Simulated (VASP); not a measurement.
PrAlF:

```xyz
3
Lattice="3.3067 0.0000 0.0000 0.0000 3.3067 0.0000 0.0000 0.0000 4.6449" Properties=species:S:1:pos:R:3 pbc="T T T"
Pr    1.6533    1.6533    0.0000
Al    1.6533    1.6533    2.3224
F     0.0000    0.0000    0.0000
```

The cell was generated, and may not be a known phase.

| Quantity | Value |
| --- | --- |
| Program | VASP 6.6.1 |
| Task | relaxation of cell and atoms |
| Functional | PBE |
| Potentials or basis | VASP PAW PBE potentials, release 64 (Pr_3, Al, F), 4f in core |
| Cutoff | 600 eV |
| k mesh | 6 × 6 × 4 |
| Occupations | gaussian, width 0.1 eV |
| Spin | no spin polarisation |

At the start: pressure 40.1 GPa; volume 16.93 Å³/atom.

Task: How do energy, volume and symmetry change on relaxing?

Result: Over 8 steps the energy falls by 1202.9 meV/atom and the volume is 24.25 Å³/atom (+43.2 %); space group P4/mmm (No. 123, to 0.1 Å) before and after.

The path:
| step | energy change (eV) | largest force (eV/Å) | pressure (GPa) | volume (Å³) |
| --- | --- | --- | --- | --- |
| 1 | 0.0000 | 0.0000 | 40.09 | 50.79 |
| 2 | -3.0282 | 0.0000 | -8.40 | 85.66 |
| 3 | -3.6033 | 0.0000 | 1.13 | 71.37 |
| 4 | -3.6082 | 0.0000 | 0.15 | 72.53 |
| 5 | -3.6076 | 0.0000 | 0.54 | 72.06 |
| 6 | -3.6082 | 0.0000 | 0.20 | 72.45 |
| 7 | -3.6082 | 0.0000 | 0.26 | 72.39 |
| 8 | -3.6087 | 0.0000 | -0.04 | 72.74 |

Final structure:
```cif
data_structure
_symmetry_space_group_name_H-M 'P 1'
_symmetry_Int_Tables_number 1
_cell_length_a 3.4648
_cell_length_b 3.4648
_cell_length_c 6.0595
_cell_angle_alpha 90.000
_cell_angle_beta 90.000
_cell_angle_gamma 90.000
_cell_volume 72.74
loop_
_atom_site_label
_atom_site_type_symbol
_atom_site_fract_x
_atom_site_fract_y
_atom_site_fract_z
_atom_site_occupancy
Pr1 Pr 0.50000 0.50000 0.00000 1
Al1 Al 0.50000 0.50000 0.50000 1
F1 F 0.00000 0.00000 0.00000 1
```

Caveat: the volume moved by over 15 % at a fixed basis, so the end points are rough; an odd number of electrons without spin polarisation forces a metal; a magnetic or distorted state may lie lower; the run has no spin polarisation, though such a crystal can be magnetic.
